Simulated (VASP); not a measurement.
# FeRu (P-6m2) in VASP: a series of runs, part 2 of 2

VASP 6.6.1.

## (4) Single point, LDA, collinear spin, ferromagnetic start (9.36 Å³/atom)

This run uses another cell than the first one, of 9.36 Å³/atom.

INCAR reads:

```
ALGO = Normal
EDIFF = 1E-6
ENCUT = 520
ISIF = 2
ISMEAR = -1
ISPIN = 2
LASPH = T
LCHARG = T
LELF = T
LMAXMIX = 4
LORBIT = 11
LREAL = F
LVHAR = T
LWAVE = F
MAGMOM = 3 1.5
NBANDS = 22
NELM = 150
PREC = Accurate
SIGMA = 0.05
```

KPOINTS reads:

```
k-points
0
Gamma
  12 12 7
```

POSCAR reads:

```
FeRu
1.0
    2.4117691133      0.0000000000      0.0000000000
   -1.2058845566      2.0886533202      0.0000000000
    0.0000000000      0.0000000000      3.7144099010
Fe Ru
1 1
Direct
    0.0000000000      0.0000000000      0.5000000000
    0.6666666667      0.3333333333      0.0000000000
```

Potentials or basis: VASP PAW LDA potentials, release 64 (Fe, Ru_pv).

On the command line:

```bash
cat potpaw_LDA.64/Fe/POTCAR potpaw_LDA.64/Ru_pv/POTCAR > POTCAR
mpirun -np 1 vasp_std > vasp.out
```

OUTCAR:

```text
EDIFF = 1E-6
   ENCUT = 520
   ISIF = 2
   ISMEAR = -1
   ISPIN = 2
   LASPH = T
   LORBIT = 11
   LREAL = F
   NELM = 150
   PREC = Accurate

 ion  position               nearest neighbor table
   1  0.000  0.000  0.500-   2 2.32   2 2.32   2 2.32   2 2.32   2 2.32   2 2.32
   2  0.667  0.333  0.000-   1 2.32   1 2.32   1 2.32   1 2.32   1 2.32   1 2.32

  LATTYP: Found a hexagonal cell.
 ALAT       =     2.4117691133
 C/A-ratio  =     1.5401183639

  Lattice vectors:

 A1 = (   2.4117691133,   0.0000000000,   0.0000000000)
 A2 = (  -1.2058845566,   2.0886533202,   0.0000000000)
 A3 = (   0.0000000000,   0.0000000000,   3.7144099010)

Analysis of symmetry for initial positions (statically):
=====================================================================
 Subroutine PRICEL returns:
 Original cell was already a primitive cell.

 Routine SETGRP: Setting up the symmetry group for a
 hexagonal supercell.

 Subroutine GETGRP returns: Found 12 space group operations
 (whereof 12 operations were pure point group operations)
 out of a pool of 24 trial point group operations.

The static configuration has the point symmetry D_3h.

Analysis of symmetry for dynamics (positions and initial velocities):
=====================================================================
 Subroutine PRICEL returns:
 Original cell was already a primitive cell.

 Routine SETGRP: Setting up the symmetry group for a
 hexagonal supercell.

 Subroutine GETGRP returns: Found 12 space group operations
 (whereof 12 operations were pure point group operations)
 out of a pool of 24 trial point group operations.

The dynamic configuration has the point symmetry D_3h.

Analysis of structural, dynamic, and magnetic symmetry:
=====================================================================
 Subroutine PRICEL returns:
 Original cell was already a primitive cell.

[... 141 lines left out ...]
 maximum number of plane-waves:       523
 NGX is ok and might be reduce to    18
   NGX =  9   NGY =  9   NGZ = 13

 number of electron      22.0000009 magnetization      -0.0000773

 number of electron      22.0000009 magnetization       0.0006490

 Free energy of the ion-electron system (eV)
  ---------------------------------------------------
  ext. energy  EPLUGINS =         0.00000000
  ---------------------------------------------------
  free energy    TOTEN  =       -18.62083199 eV

  energy without entropy =      -18.60648545  energy(sigma->0) =      -18.61365872

 E-fermi :  14.3225     XC(G=0): -15.7124

 val. band max:       14.3152131961   @ k =   0.3333   0.0000   0.0000
 cond. band min:      14.3282841093   @ k =   0.3333   0.0000   0.1429
 fundamental gap:      0.0130709132
 Fermi energy:        14.3225004928

 spin component 1

 k-point     1 :       0.0000    0.0000    0.0000
  band No.  band energies     occupation
      1     -29.2571      1.00000
      2     -28.0753      1.00000
      3     -28.0753      1.00000
      4       4.6077      1.00000
      5       6.4077      1.00000
      6      10.7361      1.00000
[... 589 lines left out ...]
     21      36.3105      0.00000
     22      39.5572      0.00000

 [... further k-points ...]

 spin component 2

 k-point     1 :       0.0000    0.0000    0.0000
  band No.  band energies     occupation
      1     -29.2570      1.00000
      2     -28.0753      1.00000
      3     -28.0753      1.00000
      4       4.6078      1.00000
      5       6.4078      1.00000
      6      10.7361      1.00000
[... 589 lines left out ...]
     21      36.3107      0.00000
     22      39.5574      0.00000

 [... further k-points ...]
[... 5 lines left out ...]
  --------------------------------------------------------------------------------------
  -------------------------------------------------------------------------------------
  Total       13.5086952     13.5086952     14.1393068      0.0000000      0.0000000      0.0000000
  in kB     1156.7301781   1156.7301781   1210.7285433      0.0000000      0.0000000      0.0000000
  external PRESSURE =    1174.7296331 kB  Pullay stress =       0.0000000 kB

 VOLUME and BASIS-vectors are now :
 -----------------------------------------------------------------------------
  energy-cutoff  :      520.00
  volume of cell :       18.71
      direct lattice vectors                 reciprocal lattice vectors
     2.411769113  0.000000000  0.000000000     0.414633389  0.239388699  0.000000000
    -1.205884557  2.088653320  0.000000000     0.000000000  0.478777397  0.000000000
     0.000000000  0.000000000  3.714409901     0.000000000  0.000000000  0.269221768

 POSITION                                       TOTAL-FORCE (eV/Angst)
 -----------------------------------------------------------------------------------
      0.00000      0.00000      1.85720         0.000000     -0.000000      0.000000
      1.20588      0.69622      0.00000        -0.000000      0.000000      0.000000
 -----------------------------------------------------------------------------------
    total drift:                               -0.000000      0.000000      0.000000

  FREE ENERGIE OF THE ION-ELECTRON SYSTEM (eV)
  ---------------------------------------------------
  free  energy   TOTEN  =       -18.6208319920 eV

  energy  without entropy=      -18.6064854507  energy(sigma->0) =      -18.61365872

 total charge

# of ion       s       p       d       tot
------------------------------------------
    1        0.625   0.850   6.665   8.140
    2        0.559   6.535   6.382  13.476
--------------------------------------------------
tot          1.184   7.385  13.047  21.616

 magnetization (x)

# of ion       s       p       d       tot
------------------------------------------
    1       -0.000   0.000   0.000   0.000
    2       -0.000  -0.000  -0.000  -0.000
--------------------------------------------------
tot         -0.000  -0.000   0.000   0.000
```

OSZICAR:

```text
N       E                     dE             d eps       ncg     rms          rms(c)
DAV:   1     0.169938393236E+03    0.16994E+03   -0.11500E+04  7192   0.131E+03
DAV:   2    -0.138053989010E+02   -0.18374E+03   -0.17441E+03  6886   0.331E+02
DAV:   3    -0.192632694589E+02   -0.54579E+01   -0.53845E+01  8144   0.651E+01
DAV:   4    -0.193111360253E+02   -0.47867E-01   -0.47848E-01  7152   0.585E+00
DAV:   5    -0.193117662675E+02   -0.63024E-03   -0.63024E-03  8284   0.705E-01    0.331E+01
DAV:   6    -0.227216589470E+02   -0.34099E+01   -0.30220E+01  7810   0.670E+01    0.251E+01
DAV:   7    -0.195265581794E+02    0.31951E+01   -0.41128E+01  8536   0.731E+01    0.127E+01
DAV:   8    -0.186516752584E+02    0.87488E+00   -0.33585E+00  8968   0.185E+01    0.275E+00
DAV:   9    -0.186285752493E+02    0.23100E-01   -0.59809E-02  9982   0.220E+00    0.125E+00
DAV:  10    -0.186233629447E+02    0.52123E-02   -0.43798E-03 10258   0.673E-01    0.769E-01
DAV:  11    -0.186208898859E+02    0.24731E-02   -0.22163E-03  9614   0.455E-01    0.198E-01
DAV:  12    -0.186208319530E+02    0.57933E-04   -0.14592E-04  9680   0.107E-01    0.454E-02
DAV:  13    -0.186208318036E+02    0.14941E-06   -0.10058E-05  8736   0.323E-02    0.149E-02
DAV:  14    -0.186208319920E+02   -0.18837E-06   -0.12222E-06  3918   0.106E-02
   1 F= -.18620832E+02 E0= -.18613659E+02  d E =-.143465E-01  mag=     0.0002
```

stdout:

```text
POSCAR found type information on POSCAR FeRu
 POSCAR found :  2 types and       2 ions
 scaLAPACK will be used
 LDA part: xc-table for (Slater(with rela. corr.)+CA(PZ))
 , standard interpolation
 POSCAR, INCAR and KPOINTS ok, starting setup
 FFT: planning ... GRIDC
 FFT: planning ... GRID_SOFT
 FFT: planning ... GRID
 WAVECAR not read
 entering main loop
```

Wall time 96 s (1 thread of Intel Xeon 8259CL, shared host); peak memory 0.17 GiB.

Results:

* Free energy: -18.6208 eV
* Pressure: 117.5 GPa
* Band gap on the k mesh: zero (filled and empty bands overlap)
* Net moment: 0.00 μB per cell
* Valence electrons inside the program's atomic spheres: Fe 8.14; Ru 13.48

Caveat: the cell stands under pressure.
